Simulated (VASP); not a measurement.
Here is a VASP 6.6.1 calculation.

File INCAR:

```
SYSTEM = As
PREC = Accurate ; ENCUT = 520
EDIFF = 1E-6 ; ISMEAR = -1
SIGMA = 0.1 ; LREAL = .FALSE.
LASPH = .TRUE. ; NELM = 60
ALGO = Normal ; ISIF = 2
LWAVE = .FALSE. ; LCHARG = .TRUE.
GGA = RP ; LELF = .TRUE.
LVHAR = .TRUE. ; NBANDS = 8
```

The input KPOINTS:

```
regular mesh
0
G
  13 13 13
  0 0 0
```

Contents of POSCAR:

```
As
1.0
    2.6388721293      0.0000000000      0.0000000000
    0.0000000000      2.6388721293      0.0000000000
    0.0000000000      0.0000000000      2.6388721293
As
1
Direct
    0.0000000000      0.0000000000      0.0000000000
```

Potentials or basis: VASP PAW PBE potentials, release 64 (As).

The run is started by

```console
$ cat potpaw_PBE.64/As/POTCAR > POTCAR
$ mpirun -np 1 vasp_std > vasp.out
```

Q: Predict the pressure.

A: 12.4 GPa.

Caveat: the PAW data sets were made with another functional, which shifts forces and pressure a little.
